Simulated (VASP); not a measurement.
# Al3Sb2P (P4/mmm) in VASP: further runs, part 2 of 3

VASP 6.6.1. The steps go on from the part before.

## Step 3: Single point, PBE

This run uses another cell than the first one, of 19.84 Å³/atom, 0.997 times its volume.

INCAR reads:

```
ALGO     = Normal         # electronic algorithm
EDIFF    = 1E-6           # SCF threshold, eV
ENCUT    = 520            # plane-wave cutoff, eV
GGA      = PE             # functional
ISIF     = 2              # what is computed and relaxed
ISMEAR   = 0              # smearing method
LASPH    = T              # aspherical terms in the spheres
LCHARG   = T              # write CHGCAR
LELF     = T              # ELF
LREAL    = F              # projectors in reciprocal space
LVHAR    = T            
LWAVE    = F              # write WAVECAR
NBANDS   = 21             # bands
NELM     = 60             # most SCF steps
PREC     = Accurate       # precision mode
SIGMA    = 0.1            # smearing width, eV
```

KPOINTS reads:

```
k-points
0
Gamma
  6 6 2
```

POSCAR reads:

```
Al3Sb2P
1.0
    3.3402633592      0.0000000000      0.0000000000
    0.0000000000      3.3402633592      0.0000000000
    0.0000000000      0.0000000000     10.6701184964
Al Sb P
3 2 1
Direct
    0.5000000000      0.5000000000      0.1263312379
    0.5000000000      0.5000000000      0.5000000000
    0.5000000000      0.5000000000      0.8736687621
    0.0000000000      0.0000000000      0.3200375449
    0.0000000000      0.0000000000      0.6799624551
    0.0000000000      0.0000000000      0.0000000000
```

Potentials or basis: VASP PAW PBE potentials, release 64 (Al, Sb, P).

On the command line:

```sh
$ cat potpaw_PBE.64/Al/POTCAR potpaw_PBE.64/Sb/POTCAR potpaw_PBE.64/P/POTCAR > POTCAR
$ mpirun -np 1 vasp_std > vasp.out
```

It took 25 s on 1 thread of Intel Xeon Platinum 8488C (Sapphire Rapids), shared host; peak memory 0.26 GiB.

Results (log left out):

```
Free energy            : -23.9221 eV
Pressure               : 0.1 GPa
Largest force          : 0.005 eV/Å
Band gap on the k mesh : zero (band 12 reaches 10.34 eV, above the bottom of band 13 at 6.63 eV)
```

Forces on the atoms (eV/Å):
```
Al   0.000  0.000 -0.005
Al   0.000  0.000  0.000
Al   0.000  0.000  0.005
Sb   0.000  0.000  0.004
Sb   0.000  0.000 -0.004
P    0.000  0.000  0.000
```

Levels at points of the mesh, in eV from the Fermi level:
```
           k point  band 8  band 9  band 10  band 11  band 12  band 13  band 14  band 15  band 16  band 17
(0.00, 0.00, 0.00)   -1.17   -0.62     0.90     1.00     1.00     1.55     1.55     2.99     3.02     3.88
(0.50, 0.00, 0.00)   -3.92   -2.38    -2.28     0.38     0.62     2.84     3.15     3.48     3.60     3.77
(0.50, 0.50, 0.00)   -4.25   -3.83    -3.83    -2.59    -2.24    -1.71    -1.33     0.46     0.46     0.68
(0.00, 0.00, 0.50)   -1.16    0.19     0.80     0.80     1.70     1.88     1.88     3.03     3.26     4.06
(0.50, 0.00, 0.50)   -3.91   -1.71    -1.53     0.26     0.38     0.55     3.01     3.79     4.01     4.07
(0.50, 0.50, 0.50)   -4.22   -3.31    -3.31    -2.93    -2.83    -0.77    -0.77    -0.73    -0.59     0.42
```

Caveat: spin-orbit coupling is left out, which moves the levels of the heavy elements.

## Step 4: Single point, PBE

This run uses another cell than the first one, of 20.16 Å³/atom, 1.013 times its volume.

INCAR reads:

```
SYSTEM = Al3Sb2P
ALGO     = Normal         ! electronic algorithm
EDIFF    = 1E-6           ! SCF threshold, eV
ENCUT    = 520            ! plane-wave cutoff, eV
GGA      = PE             ! functional
ISIF     = 2              ! what is computed and relaxed
ISMEAR   = 0              ! smearing method
LASPH    = .True.         ! aspherical terms in the spheres
LCHARG   = .False.        ! write CHGCAR
LREAL    = .False.        ! projectors in reciprocal space
LWAVE    = .False.        ! write WAVECAR
NBANDS   = 21             ! bands
NELM     = 100            ! most SCF steps
PREC     = Accurate       ! precision mode
SIGMA    = 0.1            ! smearing width, eV
```

KPOINTS reads:

```
k-points
0
Gamma
  12 12 4
  0 0 0
```

POSCAR reads:

```
Al3Sb2P
1.0
    3.3020114812      0.0000000000      0.0000000000
    0.0000000000      3.3020114812      0.0000000000
    0.0000000000      0.0000000000     11.0962901290
Al Sb P
3 2 1
Direct
    0.5000000000      0.5000000000      0.1206930708
    0.5000000000      0.5000000000      0.5000000000
    0.5000000000      0.5000000000      0.8793069292
    0.0000000000      0.0000000000      0.3180275856
    0.0000000000      0.0000000000      0.6819724144
    0.0000000000      0.0000000000      0.0000000000
```

Potentials or basis: VASP PAW PBE potentials, release 64 (Al, Sb, P).

On the command line:

```sh
$ cat potpaw_PBE.64/Al/POTCAR potpaw_PBE.64/Sb/POTCAR potpaw_PBE.64/P/POTCAR > POTCAR
$ mpirun -np 1 vasp_std > vasp.out
```

OUTCAR:

```text
SYSTEM = Al3Sb2P
   EDIFF = 1E-6
   ENCUT = 520
   GGA = PE
   ISIF = 2
   ISMEAR = 0
   LASPH = .True.
   LREAL = .False.
   NELM = 100
   PREC = Accurate

 ion  position               nearest neighbor table
   1  0.500  0.500  0.121-   3 2.68   6 2.69   6 2.69   6 2.69   6 2.69   4 3.20   4 3.20   4 3.20
                             4 3.20
   2  0.500  0.500  0.500-   4 3.09   5 3.09   4 3.09   5 3.09   4 3.09   5 3.09   4 3.09   5 3.09

   3  0.500  0.500  0.879-   1 2.68   6 2.69   6 2.69   6 2.69   6 2.69   5 3.20   5 3.20   5 3.20
                             5 3.20
   4  0.000  0.000  0.318-   2 3.09   2 3.09   2 3.09   2 3.09   1 3.20   1 3.20   1 3.20   1 3.20

   5  0.000  0.000  0.682-   2 3.09   2 3.09   2 3.09   2 3.09   3 3.20   3 3.20   3 3.20   3 3.20

   6  0.000  0.000  0.000-   1 2.69   3 2.69   1 2.69   3 2.69   1 2.69   3 2.69   1 2.69   3 2.69

  LATTYP: Found a simple tetragonal cell.
 ALAT       =     3.3020114812
 C/A-ratio  =     3.3604638240

  Lattice vectors:

 A1 = (   3.3020114812,   0.0000000000,   0.0000000000)
 A2 = (   0.0000000000,   3.3020114812,   0.0000000000)
 A3 = (   0.0000000000,   0.0000000000,  11.0962901290)

Analysis of symmetry for initial positions (statically):
=====================================================================
 Subroutine PRICEL returns:
 Original cell was already a primitive cell.

 Routine SETGRP: Setting up the symmetry group for a
 simple tetragonal supercell.

 Subroutine GETGRP returns: Found 16 space group operations
 (whereof 16 operations were pure point group operations)
 out of a pool of 16 trial point group operations.

The static configuration has the point symmetry D_4h.

Analysis of symmetry for dynamics (positions and initial velocities):
=====================================================================
 Subroutine PRICEL returns:
 Original cell was already a primitive cell.

[... 136 lines left out ...]
  volume/ion in A,a.u.               =      20.16       136.08
  Fermi-wavevector in a.u.,A,eV,Ry     =   0.954773  1.804260 12.402962  0.911592
  Thomas-Fermi vector in A             =   2.083550
   LORBIT       =      0    0 simple, 1 ext, 2 COOP (PROOUT), +10 PAW based schemes
   GGA     = PE    functional components
   LHFCALC =     F    Hartree Fock is set to
   AEXX    =    0.0000 exact exchange contribution
   IVDW    =     0    specifies the selected vdW correction
   LEPSILON=     F    determine dielectric tensor
   LRPA    =     F    only Hartree local field effects (RPA)
 non-spin polarized calculation
 Gauss-broadening in eV      SIGMA  =   0.10
  energy-cutoff  :      520.00
  volume of cell :      120.99
 maximum number of plane-waves:      3296
 NGX is ok and might be reduce to    28
   NGX = 13   NGY = 13   NGZ = 41

 number of electron      23.9999999 magnetization

 Free energy of the ion-electron system (eV)
  ---------------------------------------------------
  ext. energy  EPLUGINS =         0.00000000
  ---------------------------------------------------
  free energy    TOTEN  =       -23.98566125 eV

  energy without entropy =      -23.97430658  energy(sigma->0) =      -23.97998391

 E-fermi :   8.1830     XC(G=0): -10.2596

 val. band max:        8.1778738640   @ k =   0.2500   0.0000   0.2500
 cond. band min:       8.2007698074   @ k =   0.5000   0.0000   0.5000
 fundamental gap:      0.0228959434
 Fermi energy:         8.1830159433

 k-point     1 :       0.0000    0.0000    0.0000
  band No.  band energies     occupation
      1      -4.8989      2.00000
      2      -3.7321      2.00000
      3      -3.4384      2.00000
      4       1.2037      2.00000
      5       1.3032      2.00000
      6       6.1766      2.00000
[... 565 lines left out ...]
     20      11.3008      0.00000
     21      11.7660      0.00000

 [... further k-points ...]

------------------------ aborting loop because EDIFF is reached ----------------------------------------

  FORCE on cell =-STRESS in cart. coord.  units (eV):
  Direction    XX          YY          ZZ          XY          YZ          ZX
  --------------------------------------------------------------------------------------
  -------------------------------------------------------------------------------------
  Total       -0.0263828     -0.0263828     -0.0044630      0.0000000     -0.0000000     -0.0000000
  in kB       -0.3493787     -0.3493787     -0.0591020      0.0000000     -0.0000000     -0.0000000
  external PRESSURE =      -0.2526198 kB  Pullay stress =       0.0000000 kB

 VOLUME and BASIS-vectors are now :
 -----------------------------------------------------------------------------
  energy-cutoff  :      520.00
  volume of cell :      120.99
      direct lattice vectors                 reciprocal lattice vectors
     3.302011481  0.000000000  0.000000000     0.302845707  0.000000000  0.000000000
     0.000000000  3.302011481  0.000000000     0.000000000  0.302845707  0.000000000
     0.000000000  0.000000000 11.096290129     0.000000000  0.000000000  0.090120210

 POSITION                                       TOTAL-FORCE (eV/Angst)
 -----------------------------------------------------------------------------------
      1.65101      1.65101      1.33925         0.000000     -0.000000     -0.004326
      1.65101      1.65101      5.54815        -0.000000     -0.000000      0.000000
      1.65101      1.65101      9.75704        -0.000000      0.000000      0.004326
      0.00000      0.00000      3.52893        -0.000000      0.000000     -0.005025
      0.00000      0.00000      7.56736        -0.000000      0.000000      0.005025
      0.00000      0.00000      0.00000        -0.000000     -0.000000      0.000000
 -----------------------------------------------------------------------------------
    total drift:                               -0.000000     -0.000000     -0.000000

  FREE ENERGIE OF THE ION-ELECTRON SYSTEM (eV)
  ---------------------------------------------------
  free  energy   TOTEN  =       -23.9856612454 eV

  energy  without entropy=      -23.9743065812  energy(sigma->0) =      -23.97998391
```

stdout:

```text
POSCAR found type information on POSCAR AlSbP
 POSCAR found :  3 types and       6 ions
 scaLAPACK will be used
 LDA part: xc-table for (Slater+PW92), standard interpolation
 POSCAR, INCAR and KPOINTS ok, starting setup
 FFT: planning ... GRIDC
 FFT: planning ... GRID_SOFT
 FFT: planning ... GRID
 WAVECAR not read
 entering main loop
```

Wall time 93 s (1 thread of Intel Xeon Platinum 8488C (Sapphire Rapids), shared host); peak memory 0.37 GiB.

Results:

| Item | Value |
| --- | --- |
| Free energy | -23.9857 eV |
| Pressure | 0.0 GPa |
| Largest force | 0.005 eV/Å |
| Band gap on the k mesh | zero (band 12 reaches 10.18 eV, above the bottom of band 13 at 6.56 eV) |

Forces on the atoms (eV/Å):
```
Al   0.000  0.000 -0.004
Al   0.000  0.000  0.000
Al   0.000  0.000  0.004
Sb   0.000  0.000 -0.005
Sb   0.000  0.000  0.005
P    0.000  0.000  0.000
```

Caveat: spin-orbit coupling is left out, which moves the levels of the heavy elements.

[end of part 2 of 3]
